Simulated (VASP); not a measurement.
BN, 4 atoms in the cell. It takes space group P6_3/mmc (No. 194, hexagonal). The conventional cell has a = 2.512 Å, b = 2.512 Å, c = 7.707 Å, α = 90.00°, β = 90.00°, γ = 120.00°. Within 1.9 Å of B (site symmetry -6m2) lie 3 N at 1.45 Å. Within 1.9 Å of N (site symmetry -6m2) lie 3 B at 1.45 Å. 

- Program: VASP 6.6.1
- Task: relaxation of cell and atoms
- Functional: PBE
- Potentials or basis: VASP PAW PBE potentials, release 64 (B, N)
- Cutoff: 600 eV
- k mesh: 12 × 12 × 4
- Occupations: gaussian, width 0.02 eV
- Spin: no spin polarisation
- Dipole correction: no
- Further INCAR settings: ALGO = Normal; EDIFF = 1e-06; IBRION = 2; EDIFFG = -0.005; NSW = 100; ISIF = 3

Potentials or basis: VASP PAW PBE potentials, release 64 (B, N).

The run is started by

```sh
$ cat potpaw_PBE.64/B/POTCAR potpaw_PBE.64/N/POTCAR > POTCAR
$ mpirun -np 1 vasp_std > vasp.out
```

Hardware: 1 thread of Intel Xeon 8259CL (shared host).

Question: How long does it take, and how much memory?

Answer: Wall time 4.7 min on 1 thread of Intel Xeon 8259CL (shared host), peak memory 0.18 GiB. Counts: scf iterations 84, k points 57, ion steps 14.
